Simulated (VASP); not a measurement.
Crystal: Ni.

```xyz
1
Lattice="0.0000 1.7684 1.7684 1.7684 0.0000 1.7684 1.7684 1.7684 0.0000" Properties=species:S:1:pos:R:3 pbc="T T T"
Ni    0.0000    0.0000    0.0000
```

Program: VASP 6.6.1. Alike in all runs: task single point; level LDA; potentials or basis VASP PAW LDA potentials, release 64 (Ni); spin collinear, ferromagnetic start; cell as given; k mesh 12 × 12 × 12; cutoff (eV) 520; smearing gaussian 0.1 eV.

Question: Order these runs on this cell by their pressure, lowest first.
A. fixed moment (μB) 1.22
B. 
C. fixed moment (μB) 1.95
D. fixed moment (μB) 1.71
E. fixed moment (μB) 0.98

Answer: B (-19.4 GPa), E (-16.6 GPa), A (-13.2 GPa), D (-3.1 GPa), C (4.6 GPa).

Caveats: the total moment is fixed, so each spin has its own Fermi level (some runs).
